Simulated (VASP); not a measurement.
# Ta2N (P-31m) in VASP: single point with PBE

Aim: the single point of Ta2N with PBE.

All numbers are computed with VASP 6.6.1; they aren't measurements. Logs are shortened: lines on timing, memory, paths and dates and some standing lists are left out, and cuts for length are marked.

### Step 1. The cell of the first run

It takes space group P-31m (No. 162, trigonal). Conventional cell: a = 5.297 Å, b = 5.297 Å, c = 4.939 Å, α = 90.00°, β = 90.00°, γ = 120.00°. Ta (site symmetry m) has 3 N at 2.15 to 2.16 Å within 2.8 Å. Within 2.9 Å of N (site symmetry 32) lie 6 Ta at 2.16 Å. Within 2.8 Å of N (site symmetry -3m) lie 6 Ta at 2.15 Å.

### Step 2. Single point, PBE, collinear spin, ferromagnetic start

File INCAR:

```
PREC     = Accurate       # precision mode
ENCUT    = 520            # plane-wave cutoff, eV
EDIFF    = 1E-6           # SCF threshold, eV
ISMEAR   = 0              # smearing method
SIGMA    = 0.1            # smearing width, eV
LREAL    = False          # projectors in reciprocal space
LASPH    = True           # aspherical terms in the spheres
NELM     = 150            # most SCF steps
ALGO     = Normal         # electronic algorithm
ISIF     = 2              # what is computed and relaxed
LWAVE    = False          # write WAVECAR
LCHARG   = False          # write CHGCAR
ISPIN    = 2              # spin polarisation
MAGMOM   = 1 1 1 1 1 1 0 0 0 # initial moments
LORBIT   = 11             # projections on sites
LMAXMIX  = 4              # l up to which the mixer works
GGA      = PE             # functional
NBANDS   = 54             # bands
```

File KPOINTS:

```
regular mesh
0
Gamma
  6 6 4
```

File POSCAR:

```
Ta2N
1.0
    5.2965720514      0.0000000000      0.0000000000
   -2.6482860257      4.5869659495      0.0000000000
    0.0000000000      0.0000000000      4.9391825701
Ta N
6 3
Direct
    0.6663616700      0.6663616700      0.7536182600
    0.0000000000      0.3336383300      0.7536182600
    0.3336383300      0.0000000000      0.7536182600
    0.3336383300      0.3336383300      0.2463817400
    0.0000000000      0.6663616700      0.2463817400
    0.6663616700      0.0000000000      0.2463817400
    0.6666666700      0.3333333300      0.5000000000
    0.3333333300      0.6666666700      0.5000000000
    0.0000000000      0.0000000000      0.0000000000
```

Potentials or basis: VASP PAW PBE potentials, release 64 (Ta_pv, N).

Command:

```console
$ cat potpaw_PBE.64/Ta_pv/POTCAR potpaw_PBE.64/N/POTCAR > POTCAR
$ mpirun -np 1 vasp_std > vasp.out
```

OUTCAR:

```text
PREC = Accurate
   ENCUT = 520
   EDIFF = 1E-6
   ISMEAR = 0
   LREAL = False
   LASPH = True
   NELM = 150
   ISIF = 2
   ISPIN = 2
   LORBIT = 11
   GGA = PE

 ion  position               nearest neighbor table
   1  0.666  0.666  0.754-   9 2.15   8 2.16   7 2.16   4 3.00   5 3.01   6 3.01   2 3.06   2 3.06
                             3 3.06   3 3.06   3 3.06   2 3.06   4 3.06   5 3.07   6 3.07
   2  0.000  0.334  0.754-   9 2.15   7 2.16   8 2.16   5 3.00   4 3.01   6 3.01   1 3.06   1 3.06
                             3 3.06   3 3.06   3 3.06   1 3.06   5 3.06   4 3.07   6 3.07
   3  0.334  0.000  0.754-   9 2.15   8 2.16   7 2.16   6 3.00   4 3.01   5 3.01   2 3.06   1 3.06
                             1 3.06   2 3.06   2 3.06   1 3.06   6 3.06   5 3.07   4 3.07
   4  0.334  0.334  0.246-   9 2.15   7 2.16   8 2.16   1 3.00   2 3.01   3 3.01   5 3.06   5 3.06
                             6 3.06   6 3.06   6 3.06   5 3.06   1 3.06   2 3.07   3 3.07
   5  0.000  0.666  0.246-   9 2.15   8 2.16   7 2.16   2 3.00   1 3.01   3 3.01   4 3.06   4 3.06
                             6 3.06   6 3.06   6 3.06   4 3.06   2 3.06   1 3.07   3 3.07
   6  0.666  0.000  0.246-   9 2.15   7 2.16   8 2.16   3 3.00   1 3.01   2 3.01   4 3.06   5 3.06
                             4 3.06   5 3.06   5 3.06   4 3.06   3 3.06   2 3.07   1 3.07
   7  0.667  0.333  0.500-   2 2.16   6 2.16   5 2.16   3 2.16   4 2.16   1 2.16
   8  0.333  0.667  0.500-   5 2.16   3 2.16   2 2.16   6 2.16   1 2.16   4 2.16
   9  0.000  0.000  0.000-   3 2.15   6 2.15   1 2.15   4 2.15   5 2.15   2 2.15

  LATTYP: Found a hexagonal cell.
 ALAT       =     5.2965720514
 C/A-ratio  =     0.9325243803

  Lattice vectors:

 A1 = (   5.2965720514,   0.0000000000,   0.0000000000)
 A2 = (  -2.6482860257,   4.5869659495,   0.0000000000)
 A3 = (   0.0000000000,   0.0000000000,   4.9391825701)

Analysis of symmetry for initial positions (statically):
=====================================================================
 Subroutine PRICEL returns:
 Original cell was already a primitive cell.

 Routine SETGRP: Setting up the symmetry group for a
 hexagonal supercell.

 Subroutine GETGRP returns: Found 12 space group operations
 (whereof 12 operations were pure point group operations)
 out of a pool of 24 trial point group operations.

The static configuration has the point symmetry D_3d.

Analysis of symmetry for dynamics (positions and initial velocities):
=====================================================================
 Subroutine PRICEL returns:
 Original cell was already a primitive cell.

 Routine SETGRP: Setting up the symmetry group for a
 hexagonal supercell.

 Subroutine GETGRP returns: Found 12 space group operations
 (whereof 12 operations were pure point group operations)
 out of a pool of 24 trial point group operations.

The dynamic configuration has the point symmetry D_3d.

Analysis of structural, dynamic, and magnetic symmetry:
=====================================================================
 Subroutine PRICEL returns:
 Original cell was already a primitive cell.

 Routine SETGRP: Setting up the symmetry group for a
 hexagonal supercell.

 Subroutine GETGRP returns: Found 12 space group operations
 (whereof 12 operations were pure point group operations)
 out of a pool of 24 trial point group operations.

The overall configuration has the point symmetry D_3d.

 Subroutine INISYM returns: Found 12 space group operations
 (whereof 12 operations are pure point group operations),
 and found     1 'primitive' translations

----------------------------------------------------------------------------------------

                                     Primitive cell

  volume of cell :     119.9984

  direct lattice vectors                    reciprocal lattice vectors
     5.296572051  0.000000000  0.000000000     0.188801359  0.109004515  0.000000000
    -2.648286026  4.586965949  0.000000000     0.000000000  0.218009031  0.000000000
     0.000000000  0.000000000  4.939182570     0.000000000  0.000000000  0.202462652

  length of vectors
     5.296572051  5.296572051  4.939182570     0.218009031  0.218009031  0.202462652

  position of ions in fractional coordinates (direct lattice)
     0.666361670  0.666361670  0.753618260
     0.000000000  0.333638330  0.753618260
     0.333638330  0.000000000  0.753618260
     0.333638330  0.333638330  0.246381740
     0.000000000  0.666361670  0.246381740
     0.666361670  0.000000000  0.246381740
     0.666666670  0.333333330  0.500000000
[... 81 lines left out ...]
   LSORBIT =      F    spin-orbit coupling
   LASPH  =      T    aspherical Exc in radial PAW
   ENCUT  =  520.0 eV  38.22 Ry    6.18 a.u.   9.85  9.85  9.18*2*pi/ulx,y,z
   NELM   =    150;   NELMIN=  2; NELMDL= -5     # of ELM steps
   EDIFF  = 0.1E-05   stopping-criterion for ELM
   LREAL  =      F    real-space projection
   EDIFFG = 0.1E-04   stopping-criterion for IOM
   NSW    =      0    number of steps for IOM
   IBRION =     -1    ionic relax: 0-MD 1-quasi-New 2-CG
   NFREE  =      0    steps in history (QN), initial steepest desc. (CG)
   ISIF   =      2    stress and relaxation
   ISYM   =      2    0-nonsym 1-usesym 2-fastsym
   POTIM  = 0.5000    time-step for ionic-motion
   TEBEG  =    0.0;   TEEND  =   0.0 temperature during run
   PSTRESS=    0.0 pullay stress
   NELECT =      81.0000    total number of electrons
   NUPDOWN=      -1.0000    fix difference up-down
   EMIN   =  10.00;   EMAX   =-10.00  energy-range for DOS
   EFERMI =   0.00;   METHOD = LEGACY
   ISMEAR =     0;   SIGMA  =   0.10  broadening in eV -4-tet -1-fermi 0-gaus
   EFERMI_NEDOS =   21; number of points for ismear=-14 and -15
   IALGO  =     38    algorithm
   IMIX   =      4    mixing-type and parameters
     AMIX     =   0.40;   BMIX     =  1.00
     AMIX_MAG =   1.60;   BMIX_MAG =  1.00
  volume/ion in A,a.u.               =      13.33        89.98
  Fermi-wavevector in a.u.,A,eV,Ry     =   1.436078  2.713794 28.059565  2.062320
  Thomas-Fermi vector in A             =   2.555306
   LORBIT       =     11    0 simple, 1 ext, 2 COOP (PROOUT), +10 PAW based schemes
   GGA     = PE    functional components
   LHFCALC =     F    Hartree Fock is set to
   AEXX    =    0.0000 exact exchange contribution
   IVDW    =     0    specifies the selected vdW correction
   LEPSILON=     F    determine dielectric tensor
   LRPA    =     F    only Hartree local field effects (RPA)
 spin polarized calculation
 Gauss-broadening in eV      SIGMA  =   0.10
  energy-cutoff  :      520.00
  volume of cell :      120.00
 maximum number of plane-waves:      3258
   NGX = 19   NGY = 19   NGZ = 19

 number of electron      81.0000001 magnetization       0.0008909

 number of electron      81.0000001 magnetization      -0.0000640

 Free energy of the ion-electron system (eV)
  ---------------------------------------------------
  ext. energy  EPLUGINS =         0.00000000
  ---------------------------------------------------
  free energy    TOTEN  =      -104.19016281 eV

  energy without entropy =     -104.17891364  energy(sigma->0) =     -104.18453822

 E-fermi :   7.4469     XC(G=0): -12.9556

 val. band max:        7.4364123757   @ k =   0.1667   0.1667   0.0000
 cond. band min:       7.4665508629   @ k =   0.1667   0.0000   0.5000
 fundamental gap:      0.0301384872
 Fermi energy:         7.4469027375

 spin component 1

 k-point     1 :       0.0000    0.0000    0.0000
  band No.  band energies     occupation
      1     -28.2521      1.00000
      2     -27.8759      1.00000
      3     -27.7199      1.00000
      4     -27.7199      1.00000
      5     -27.6940      1.00000
      6     -27.6940      1.00000
[... 1309 lines left out ...]
     51      10.9005      0.00000
     52      10.9005      0.00000
 Fermi energy:         7.4469027375

 spin component 2

 k-point     1 :       0.0000    0.0000    0.0000
  band No.  band energies     occupation
      1     -28.2521      1.00000
      2     -27.8759      1.00000
      3     -27.7199      1.00000
      4     -27.7199      1.00000
      5     -27.6940      1.00000
      6     -27.6940      1.00000
[... 1309 lines left out ...]
     51      10.9005      0.00000
     52      10.9005      0.00000
 [bands above 52 left out]

------------------------ aborting loop because EDIFF is reached ----------------------------------------

  FORCE on cell =-STRESS in cart. coord.  units (eV):
  Direction    XX          YY          ZZ          XY          YZ          ZX
  --------------------------------------------------------------------------------------
  -------------------------------------------------------------------------------------
  Total        2.5512535      2.5512535      2.2599148      0.0000000      0.0000000      0.0000000
  in kB       34.0634568     34.0634568     30.1736032      0.0000000      0.0000000      0.0000000
  external PRESSURE =      32.7668389 kB  Pullay stress =       0.0000000 kB

 VOLUME and BASIS-vectors are now :
 -----------------------------------------------------------------------------
  energy-cutoff  :      520.00
  volume of cell :      120.00
      direct lattice vectors                 reciprocal lattice vectors
     5.296572051  0.000000000  0.000000000     0.188801359  0.109004515  0.000000000
    -2.648286026  4.586965949  0.000000000     0.000000000  0.218009031  0.000000000
     0.000000000  0.000000000  4.939182570     0.000000000  0.000000000  0.202462652

 POSITION                                       TOTAL-FORCE (eV/Angst)
 -----------------------------------------------------------------------------------
      1.76472      3.05658      3.72226         0.018123      0.031391     -0.010668
     -0.88357      1.53039      3.72226         0.018123     -0.031391     -0.010668
      1.76714      0.00000      3.72226        -0.036247      0.000000     -0.010668
      0.88357      1.53039      1.21692        -0.018123     -0.031391      0.010668
     -1.76472      3.05658      1.21692        -0.018123      0.031391      0.010668
      3.52943      0.00000      1.21692         0.036247     -0.000000      0.010668
      2.64829      1.52899      2.46959        -0.000000      0.000000     -0.000000
     -0.00000      3.05798      2.46959        -0.000000      0.000000     -0.000000
      0.00000      0.00000      0.00000        -0.000000      0.000000     -0.000000
 -----------------------------------------------------------------------------------
    total drift:                               -0.000000     -0.000000     -0.000000

  FREE ENERGIE OF THE ION-ELECTRON SYSTEM (eV)
  ---------------------------------------------------
  free  energy   TOTEN  =      -104.1901628071 eV

  energy  without entropy=     -104.1789136384  energy(sigma->0) =     -104.18453822

 total charge

# of ion       s       p       d       tot
------------------------------------------
    1        0.314   6.224   2.386   8.924
    2        0.314   6.224   2.386   8.924
    3        0.314   6.224   2.386   8.924
    4        0.314   6.224   2.386   8.924
    5        0.314   6.224   2.386   8.924
    6        0.314   6.224   2.386   8.924
    7        1.243   2.538   0.000   3.781
    8        1.243   2.538   0.000   3.781
    9        1.239   2.567   0.000   3.806
--------------------------------------------------
tot          5.610  44.987  14.315  64.912

 magnetization (x)

# of ion       s       p       d       tot
------------------------------------------
    1        0.000   0.000  -0.000  -0.000
    2        0.000   0.000  -0.000  -0.000
    3        0.000   0.000  -0.000  -0.000
    4        0.000   0.000  -0.000  -0.000
    5        0.000   0.000  -0.000  -0.000
    6        0.000   0.000  -0.000  -0.000
    7        0.000   0.000   0.000   0.000
    8        0.000   0.000   0.000   0.000
    9       -0.000   0.000   0.000  -0.000
--------------------------------------------------
tot          0.000   0.000  -0.000   0.000
```

It took 2.5 min on 1 thread of Intel Xeon 6975P-C (Granite Rapids), shared host; peak memory 0.41 GiB.

What came out:

```yaml
Free_energy: -104.1902 eV
Pressure: 3.3 GPa
Largest_force: 0.038 eV/Å
Net_moment: 0.00 μB per cell
Valence_electrons_inside_the_program's_atomic_spheres: Ta 8.92; N 3.78, 3.81
```

Forces on the atoms (eV/Å):
```
Ta   0.018  0.031 -0.011
Ta   0.018 -0.031 -0.011
Ta  -0.036  0.000 -0.011
Ta  -0.018 -0.031  0.011
Ta  -0.018  0.031  0.011
Ta   0.036  0.000  0.011
N    0.000  0.000  0.000
N    0.000  0.000  0.000
N    0.000  0.000  0.000
```

Caveat: spin-orbit coupling is left out, which moves the levels of the heavy elements.
